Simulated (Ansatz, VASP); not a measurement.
# TaAl5 in VASP and in Ansatz

```
Ta Al
1.0
     6.31038    0.00000    0.00000
     0.00000    6.31038    0.00000
     0.00000    0.00000    5.16522
Ta Al
1 5
Direct
  0.00000 0.00000 0.50000
  0.71649 0.71649 0.50000
  0.28351 0.28351 0.50000
  0.28351 0.71649 0.50000
  0.71649 0.28351 0.50000
  0.00000 0.00000 0.00000
```

Alike in both runs: functional PBE; k mesh 6 × 6 × 8; occupations gaussian, width 0.1 eV; no spin polarisation.

Ansatz relaxed the structure, and its values are those at the end. VASP's run is a single point on that final structure, the one shown.

|  | VASP | Ansatz |
| --- | --- | --- |
| version | VASP 6.6.1 | Ansatz 0.2.0 |
| potentials or method | VASP PAW PBE potentials, release 64 (Ta_pv, Al), cutoff 520 eV | scalar-relativistic, plane waves, PAW |
| valence electrons in the cell | 26 | 28 |

Ansatz gave:

- gap on the k mesh at the Fermi level (eV): none
- pressure (GPa): 0.0
- rms of the force components (eV/Å): 0.002

**Question.** What did VASP give for the same quantities?

**Answer.** gap on the k mesh at the Fermi level (eV): none; pressure (GPa): 0.0; rms of the force components (eV/Å): 0.005.

A gap of «none» marks a metal or a gap that the smearing closes. With one functional, cell and mesh, what is left measures potentials, basis and numerics. VASP's potentials hold 26 valence electrons a cell and Ansatz's 28, so a difference there can come from the potentials and not from the codes.

Neither program's run includes spin-orbit coupling.
